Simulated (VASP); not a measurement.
# SiC (R3m) in VASP: notebook

The runs below take SiC through single point, with PBE.

Everything below comes from runs of VASP 6.6.1. Logs are shortened: lines on timing, memory, paths and dates and some standing lists are left out, and cuts for length are marked.

### Step 1. The cell of the first run

The structure is trigonal, space group R3m (No. 160). Conventional cell: a = 3.075 Å, b = 3.075 Å, c = 7.531 Å, α = 90.00°, β = 90.00°, γ = 120.00°. Si (site symmetry 3m) has 4 C at 1.75 to 1.93 Å within 2.3 Å. C (site symmetry 3m) has 4 Si at 1.75 to 1.93 Å within 2.3 Å.

### Step 2. Single point, PBE (mode 4 (793.9 1/cm) frozen in, largest displacement +0.090 Å)

Input file INCAR:

```
PREC = Accurate
ENCUT = 520
EDIFF = 1E-6
ISMEAR = 0
SIGMA = 0.05
LREAL = F
LASPH = T
NELM = 60
ALGO = Normal
ISIF = 2
LWAVE = F
LCHARG = F
GGA = PE
NBANDS = 11
```

Input file KPOINTS:

```
regular mesh
0
Gamma
  12 12 12
```

Input file POSCAR:

```
SiC
1.0
    0.0000000000      2.1740000000      2.1740000000
    2.1740000000      0.0000000000      2.1740000000
    2.1740000000      2.1740000000      0.0000000000
Si C
1 1
Direct
   -0.0051108965     -0.0051108965     -0.0051108965
    0.7619506725      0.7619506725      0.7619506725
```

Potentials or basis: VASP PAW PBE potentials, release 64 (Si, C).

Run with:

```bash
> cat potpaw_PBE.64/Si/POTCAR potpaw_PBE.64/C/POTCAR > POTCAR
> mpirun -np 1 vasp_std > vasp.out
```

OUTCAR:

```text
PREC = Accurate
   ENCUT = 520
   EDIFF = 1E-6
   ISMEAR = 0
   LREAL = F
   LASPH = T
   NELM = 60
   ISIF = 2
   GGA = PE

 ion  position               nearest neighbor table
   1  0.995  0.995  0.995-   2 1.75   2 1.93   2 1.93   2 1.93
   2  0.762  0.762  0.762-   1 1.75   1 1.93   1 1.93   1 1.93

  LATTYP: Found a face centered cubic cell.
 ALAT       =     4.3480000000

  Lattice vectors:

 A1 = (   0.0000000000,   2.1740000000,   2.1740000000)
 A2 = (   2.1740000000,   0.0000000000,   2.1740000000)
 A3 = (   2.1740000000,   2.1740000000,   0.0000000000)

Analysis of symmetry for initial positions (statically):
=====================================================================
 Subroutine PRICEL returns:
 Original cell was already a primitive cell.

 Routine SETGRP: Setting up the symmetry group for a
 face centered cubic supercell.

 Subroutine GETGRP returns: Found  6 space group operations
 (whereof  6 operations were pure point group operations)
 out of a pool of 48 trial point group operations.

The static configuration has the point symmetry C_3v.

Analysis of symmetry for dynamics (positions and initial velocities):
=====================================================================
 Subroutine PRICEL returns:
 Original cell was already a primitive cell.

 Routine SETGRP: Setting up the symmetry group for a
 face centered cubic supercell.

 Subroutine GETGRP returns: Found  6 space group operations
 (whereof  6 operations were pure point group operations)
 out of a pool of 48 trial point group operations.

The dynamic configuration has the point symmetry C_3v.

 Subroutine INISYM returns: Found  6 space group operations
 (whereof  6 operations are pure point group operations),
 and found     1 'primitive' translations

----------------------------------------------------------------------------------------

                                     Primitive cell

  volume of cell :      20.5498

  direct lattice vectors                    reciprocal lattice vectors
     0.000000000  2.174000000  2.174000000    -0.229990800  0.229990800  0.229990800
     2.174000000  0.000000000  2.174000000     0.229990800 -0.229990800  0.229990800
     2.174000000  2.174000000  0.000000000     0.229990800  0.229990800 -0.229990800

  length of vectors
     3.074500285  3.074500285  3.074500285     0.398355752  0.398355752  0.398355752

  position of ions in fractional coordinates (direct lattice)
     0.994889104  0.994889104  0.994889104
     0.761950672  0.761950672  0.761950672

  ion indices of the primitive-cell ions
   primitive index   ion index
                 1           1
                 2           2

----------------------------------------------------------------------------------------

 KPOINTS: regular mesh

Automatic generation of k-mesh.
 Grid dimensions read from file:
 generate k-points for:   12   12   12

 Generating k-lattice:

  Cartesian coordinates                     Fractional coordinates (reciprocal lattice)
    -0.019165900  0.019165900  0.019165900     0.083333333  0.000000000  0.000000000
     0.019165900 -0.019165900  0.019165900     0.000000000  0.083333333  0.000000000
     0.019165900  0.019165900 -0.019165900     0.000000000  0.000000000  0.083333333

  Length of vectors
     0.033196313  0.033196313  0.033196313

  Shift w.r.t. Gamma in fractional coordinates (k-lattice)
     0.000000000  0.000000000  0.000000000

 Subroutine IBZKPT returns following result:
 ===========================================

 Found    189 irreducible k-points:

 Following reciprocal coordinates:
            Coordinates               Weight
  0.000000  0.000000  0.000000      1.000000
  0.083333  0.000000  0.000000      6.000000
  0.083333  0.083333  0.083333      2.000000
  0.166667  0.000000  0.000000      6.000000
  0.166667  0.166667  0.166667      2.000000
  0.250000  0.000000  0.000000      6.000000
[... 16 lines left out ...]
  0.333333  0.250000  0.333333      6.000000
  0.416667  0.083333  0.000000     12.000000
 [... further k-points ...]
   k-points           NKPTS =    189   k-points in BZ     NKDIM =    189   number of bands    NBANDS=     11
   number of dos      NEDOS =    301   number of ions     NIONS =      2
   total plane-waves  NPLWV =  13824
   dimension x,y,z NGX =    24 NGY =   24 NGZ =   24
   dimension x,y,z NGXF=    48 NGYF=   48 NGZF=   48
   ions per type =               1   1
   NGX,Y,Z   is equivalent  to a cutoff of  12.98, 12.98, 12.98 a.u.
   NGXF,Y,Z  is equivalent  to a cutoff of  25.95, 25.95, 25.95 a.u.
 SYSTEM =  unknown system
   PREC   = accura    normal or accurate (medium, high low for compatibility)
   ISTART =      0    job   : 0-new  1-cont  2-samecut
   ICHARG =      2    charge: 1-file 2-atom 10-const
   ISPIN  =      1    spin polarized calculation?
   LNONCOLLINEAR =      F non collinear calculations
   LSORBIT =      F    spin-orbit coupling
   LASPH  =      T    aspherical Exc in radial PAW
   ENCUT  =  520.0 eV  38.22 Ry    6.18 a.u.   5.72  5.72  5.72*2*pi/ulx,y,z
   NELM   =     60;   NELMIN=  2; NELMDL= -5     # of ELM steps
   EDIFF  = 0.1E-05   stopping-criterion for ELM
   LREAL  =      F    real-space projection
   EDIFFG = 0.1E-04   stopping-criterion for IOM
   NSW    =      0    number of steps for IOM
   IBRION =     -1    ionic relax: 0-MD 1-quasi-New 2-CG
   NFREE  =      0    steps in history (QN), initial steepest desc. (CG)
   ISIF   =      2    stress and relaxation
   ISYM   =      2    0-nonsym 1-usesym 2-fastsym
   POTIM  = 0.5000    time-step for ionic-motion
   TEBEG  =    0.0;   TEEND  =   0.0 temperature during run
   PSTRESS=    0.0 pullay stress
   NELECT =       8.0000    total number of electrons
   NUPDOWN=      -1.0000    fix difference up-down
   EMIN   =  10.00;   EMAX   =-10.00  energy-range for DOS
   EFERMI =   0.00;   METHOD = LEGACY
   ISMEAR =     0;   SIGMA  =   0.05  broadening in eV -4-tet -1-fermi 0-gaus
   EFERMI_NEDOS =   21; number of points for ismear=-14 and -15
   IALGO  =     38    algorithm
   IMIX   =      4    mixing-type and parameters
     AMIX     =   0.40;   BMIX     =  1.00
     AMIX_MAG =   1.60;   BMIX_MAG =  1.00
  volume/ion in A,a.u.               =      10.27        69.34
  Fermi-wavevector in a.u.,A,eV,Ry     =   1.195369  2.258920 19.441458  1.428907
  Thomas-Fermi vector in A             =   2.331336
   LORBIT       =      0    0 simple, 1 ext, 2 COOP (PROOUT), +10 PAW based schemes
   GGA     = PE    functional components
   LHFCALC =     F    Hartree Fock is set to
   AEXX    =    0.0000 exact exchange contribution
   IVDW    =     0    specifies the selected vdW correction
   LEPSILON=     F    determine dielectric tensor
   LRPA    =     F    only Hartree local field effects (RPA)
 non-spin polarized calculation
 Gauss-broadening in eV      SIGMA  =   0.05
  energy-cutoff  :      520.00
  volume of cell :       20.55
 maximum number of plane-waves:       568
   NGX = 11   NGY = 11   NGZ = 11

 number of electron       8.0000000 magnetization

 Free energy of the ion-electron system (eV)
  ---------------------------------------------------
  ext. energy  EPLUGINS =         0.00000000
  ---------------------------------------------------
  free energy    TOTEN  =       -14.86234833 eV

  energy without entropy =      -14.86234833  energy(sigma->0) =      -14.86234833

 E-fermi :   8.7275     XC(G=0): -11.3863

 val. band max:        8.5099269343   @ k =   0.0000   0.0000   0.0000
 cond. band min:       9.4881525567   @ k =   0.5000   0.5000   0.0000
 fundamental gap:      0.9782256224
 Fermi energy:         8.7274527923

 k-point     1 :       0.0000    0.0000    0.0000
  band No.  band energies     occupation
      1      -7.2872      2.00000
      2       7.4444      2.00000
      3       8.5099      2.00000
      4       8.5099      2.00000
      5      14.4277      0.00000
      6      15.3803      0.00000
      7      15.3803      0.00000
      8      15.9306      0.00000
      9      22.6914      0.00000
     10      22.6914      0.00000
     11      24.7094      0.00000

 k-point     2 :       0.0833    0.0000    0.0000
  band No.  band energies     occupation
      1      -7.1514      2.00000
      2       7.2075      2.00000
      3       7.9110      2.00000
      4       8.4190      2.00000
      5      14.6788      0.00000
      6      15.4596      0.00000
      7      15.5006      0.00000
      8      16.2061      0.00000
      9      21.9864      0.00000
     10      22.0512      0.00000
     11      24.5023      0.00000

 k-point     3 :       0.0833    0.0833    0.0833
  band No.  band energies     occupation
      1      -7.1493      2.00000
      2       6.8159      2.00000
      3       8.3983      2.00000
      4       8.3983      2.00000
      5      14.6146      0.00000
      6      15.6117      0.00000
      7      15.6117      0.00000
      8      16.0051      0.00000
      9      21.8117      0.00000
     10      21.8117      0.00000
     11      24.8116      0.00000

 k-point     4 :       0.1667    0.0000    0.0000
  band No.  band energies     occupation
      1      -6.7485      2.00000
      2       5.8668      2.00000
      3       7.3577      2.00000
      4       8.1944      2.00000
      5      14.5042      0.00000
      6      15.6796      0.00000
      7      16.2107      0.00000
      8      16.8001      0.00000
      9      21.2982      0.00000
     10      21.3571      0.00000
     11      23.7234      0.00000
[... 239 lines left out ...]
 k-point    22 :       0.0833    0.0833   -0.2500
  band No.  band energies     occupation
      1      -5.4258      2.00000
      2       2.8014      2.00000
      3       6.6273      2.00000
      4       7.2781      2.00000
      5      14.0200      0.00000
      6      15.8771      0.00000
      7      16.0812      0.00000
      8      17.7067      0.00000
      9      21.3949      0.00000
     10      23.8478      0.00000
     11      24.0072      0.00000

 k-point    23 :       0.3333    0.2500    0.3333
  band No.  band energies     occupation
      1      -5.3764      2.00000
      2       2.3025      2.00000
      3       7.1618      2.00000
      4       7.4056      2.00000
      5      14.1386      0.00000
      6      15.6987      0.00000
      7      16.8991      0.00000
      8      17.6146      0.00000
      9      20.6475      0.00000
     10      22.8674      0.00000
     11      24.3902      0.00000

 k-point    24 :       0.4167    0.0833    0.0000
  band No.  band energies     occupation
      1      -4.4828      2.00000
      2       1.0515      2.00000
      3       6.3807      2.00000
      4       7.2191      2.00000
      5      13.7083      0.00000
      6      15.0024      0.00000
      7      16.5112      0.00000
      8      18.5278      0.00000
      9      22.2140      0.00000
     10      24.6087      0.00000
     11      24.9660      0.00000

 [... further k-points ...]

------------------------ aborting loop because EDIFF is reached ----------------------------------------

  FORCE on cell =-STRESS in cart. coord.  units (eV):
  Direction    XX          YY          ZZ          XY          YZ          ZX
  --------------------------------------------------------------------------------------
  -------------------------------------------------------------------------------------
  Total        0.9259284      0.9259284      0.9259284      0.9020927      0.9020927      0.9020927
  in kB       72.1903860     72.1903860     72.1903860     70.3320252     70.3320252     70.3320252
  external PRESSURE =      72.1903860 kB  Pullay stress =       0.0000000 kB

 VOLUME and BASIS-vectors are now :
 -----------------------------------------------------------------------------
  energy-cutoff  :      520.00
  volume of cell :       20.55
      direct lattice vectors                 reciprocal lattice vectors
     0.000000000  2.174000000  2.174000000    -0.229990800  0.229990800  0.229990800
     2.174000000  0.000000000  2.174000000     0.229990800 -0.229990800  0.229990800
     2.174000000  2.174000000  0.000000000     0.229990800  0.229990800 -0.229990800

 POSITION                                       TOTAL-FORCE (eV/Angst)
 -----------------------------------------------------------------------------------
      4.32578      4.32578      4.32578         1.875310      1.875310      1.875310
      3.31296      3.31296      3.31296        -1.875310     -1.875310     -1.875310
 -----------------------------------------------------------------------------------
    total drift:                                0.000000      0.000000      0.000000

  FREE ENERGIE OF THE ION-ELECTRON SYSTEM (eV)
  ---------------------------------------------------
  free  energy   TOTEN  =       -14.8623483315 eV

  energy  without entropy=      -14.8623483315  energy(sigma->0) =      -14.86234833
```

Wall time 11 s (1 thread of Intel Xeon 6975P-C (Granite Rapids), shared host); peak memory 0.16 GiB.

What came out:

| Item | Value |
| --- | --- |
| Free energy | -14.8623 eV |
| Pressure | 7.2 GPa |
| Largest force | 3.248 eV/Å |
| Band gap on the k mesh | 0.98 eV, indirect (least direct gap 4.33 eV) |

Forces on the atoms (eV/Å):
```
Si   1.875  1.875  1.875
C   -1.875 -1.875 -1.875
```

Caveat: the cell differs from its parent crystal (mode 4 (793.9 1/cm) frozen in, largest displacement +0.090 Å); forces of over 1 eV/Å act on the atoms, so gaps and moduli don't describe the material at rest. A k mesh can miss the band edges.

### Step 3. Single point, PBE (mode 4 (793.9 1/cm) frozen in, largest displacement -0.060 Å)

Input file INCAR:

```
PREC = Accurate ; ENCUT = 520
EDIFF = 1E-7 ; ISMEAR = 0
SIGMA = 0.05 ; LREAL = False
LASPH = True ; NELM = 80
ALGO = Normal ; ISIF = 2
LWAVE = False ; LCHARG = False
GGA = PE ; NBANDS = 11
```

KPOINTS is that of step 2.

Input file POSCAR:

```
SiC
1.0
    0.0000000000      2.1740000000      2.1740000000
    2.1740000000      0.0000000000      2.1740000000
    2.1740000000      2.1740000000      0.0000000000
Si C
1 1
Direct
    0.0034072643      0.0034072643      0.0034072643
    0.7420328850      0.7420328850      0.7420328850
```

Potentials or basis: VASP PAW PBE potentials, release 64 (Si, C).

Run with:

```bash
> cat potpaw_PBE.64/Si/POTCAR potpaw_PBE.64/C/POTCAR > POTCAR
> mpirun -np 1 vasp_std > vasp.out
```

It took 13 s on 1 thread of Intel Xeon 6975P-C (Granite Rapids), shared host; peak memory 0.16 GiB.

It converged, with:

```
Free energy            : -14.9909 eV
Pressure               : 5.5 GPa
Largest force          : 1.389 eV/Å
Band gap on the k mesh : 0.89 eV, indirect (least direct gap 4.39 eV)
```

Forces on the atoms (eV/Å):
```
Si  -0.802 -0.802 -0.802
C    0.802  0.802  0.802
```

Stress tensor (GPa, compression positive):
```
 5.54 -2.67 -2.67
-2.67  5.54 -2.67
-2.67 -2.67  5.54
```

Levels at points of the mesh, in eV from the valence-band top:
```
           k point  band 1  band 2  band 3  band 4  band 5  band 6  band 7  band 8  band 9
(0.00, 0.00, 0.00)  -15.91   -0.69   -0.69    0.00    5.83    6.77    7.00    7.00   14.09
(0.50, 0.00, 0.00)  -12.28   -9.12   -1.76   -1.14    5.00    6.51    7.21    9.62   15.72
(0.50, 0.50, 0.50)  -12.44   -8.73   -1.65   -1.65    5.07    6.67    6.67    9.64   15.83
(0.50, 0.50, 0.00)  -10.87   -8.27   -3.77   -3.50    0.89    3.87   13.67   13.69   14.37
```

Caveat: the cell differs from its parent crystal (mode 4 (793.9 1/cm) frozen in, largest displacement -0.060 Å); forces of over 1 eV/Å act on the atoms, so gaps and moduli don't describe the material at rest.

### Step 4. Single point, PBE (mode 4 (793.9 1/cm) frozen in, largest displacement +0.030 Å)

Input file INCAR:

```
SYSTEM = SiC
PREC     = Accurate       ! precision mode
ENCUT    = 520            ! plane-wave cutoff, eV
EDIFF    = 1E-6           ! SCF threshold, eV
ISMEAR   = 0              ! smearing method
SIGMA    = 0.05           ! smearing width, eV
LREAL    = .FALSE.        ! projectors in reciprocal space
LASPH    = .TRUE.         ! aspherical terms in the spheres
NELM     = 60             ! most SCF steps
ALGO     = Normal         ! electronic algorithm
ISIF     = 2              ! what is computed and relaxed
LWAVE    = .FALSE.        ! write WAVECAR
LCHARG   = .TRUE.         ! write CHGCAR
GGA      = PE             ! functional
LELF     = .TRUE.         ! ELF
LVHAR    = .TRUE.       
NBANDS   = 11             ! bands
```

Input file KPOINTS:

```
regular mesh
0
G
  12 12 12
  0 0 0
```

Input file POSCAR:

```
SiC
1.0
    0.0000000000      2.1740000000      2.1740000000
    2.1740000000      0.0000000000      2.1740000000
    2.1740000000      2.1740000000      0.0000000000
Si C
1 1
Direct
   -0.0017036322     -0.0017036322     -0.0017036322
    0.7539835575      0.7539835575      0.7539835575
```

Potentials or basis: VASP PAW PBE potentials, release 64 (Si, C).

Run with:

```bash
> cat potpaw_PBE.64/Si/POTCAR potpaw_PBE.64/C/POTCAR > POTCAR
> mpirun -np 1 vasp_std > vasp.out
```

OUTCAR:

```text
SYSTEM = SiC
   PREC = Accurate
   ENCUT = 520
   EDIFF = 1E-6
   ISMEAR = 0
   LREAL = .FALSE.
   LASPH = .TRUE.
   NELM = 60
   ISIF = 2
   GGA = PE

 ion  position               nearest neighbor table
   1  0.998  0.998  0.998-   2 1.84   2 1.90   2 1.90   2 1.90
   2  0.754  0.754  0.754-   1 1.84   1 1.90   1 1.90   1 1.90

  LATTYP: Found a face centered cubic cell.
 ALAT       =     4.3480000000

  Lattice vectors:

 A1 = (   0.0000000000,   2.1740000000,   2.1740000000)
 A2 = (   2.1740000000,   0.0000000000,   2.1740000000)
 A3 = (   2.1740000000,   2.1740000000,   0.0000000000)
[... 512 lines left out ...]
      7      16.2917      0.00000
      8      18.5203      0.00000
      9      22.2046      0.00000
     10      24.7256      0.00000
     11      24.8825      0.00000

 [... further k-points ...]
[... 5 lines left out ...]
  --------------------------------------------------------------------------------------
  -------------------------------------------------------------------------------------
  Total        0.6438621      0.6438621      0.6438621      0.2407670      0.2407670      0.2407670
  in kB       50.1989764     50.1989764     50.1989764     18.7714968     18.7714968     18.7714968
  external PRESSURE =      50.1989764 kB  Pullay stress =       0.0000000 kB

 VOLUME and BASIS-vectors are now :
 -----------------------------------------------------------------------------
  energy-cutoff  :      520.00
  volume of cell :       20.55
      direct lattice vectors                 reciprocal lattice vectors
     0.000000000  2.174000000  2.174000000    -0.229990800  0.229990800  0.229990800
     2.174000000  0.000000000  2.174000000     0.229990800 -0.229990800  0.229990800
     2.174000000  2.174000000  0.000000000     0.229990800  0.229990800 -0.229990800

 POSITION                                       TOTAL-FORCE (eV/Angst)
 -----------------------------------------------------------------------------------
      4.34059      4.34059      4.34059         0.526640      0.526640      0.526640
      3.27832      3.27832      3.27832        -0.526640     -0.526640     -0.526640
 -----------------------------------------------------------------------------------
    total drift:                               -0.000048     -0.000048     -0.000048

  FREE ENERGIE OF THE ION-ELECTRON SYSTEM (eV)
  ---------------------------------------------------
  free  energy   TOTEN  =       -15.0352869543 eV

  energy  without entropy=      -15.0352869543  energy(sigma->0) =      -15.03528695
```

Run time: 12 s. Hardware: 1 thread of Intel Xeon 6975P-C (Granite Rapids), shared host; peak memory 0.16 GiB.

What came out:

| Quantity | Value |
| --- | --- |
| Free energy | -15.0353 eV |
| Pressure | 5.0 GPa |
| Largest force | 0.912 eV/Å |
| Band gap on the k mesh | 1.23 eV, indirect (least direct gap 4.48 eV) |

Forces on the atoms (eV/Å):
```
Si   0.527  0.527  0.527
C   -0.527 -0.527 -0.527
```

Caveat: the cell differs from its parent crystal (mode 4 (793.9 1/cm) frozen in, largest displacement +0.030 Å). A k mesh can miss the band edges.
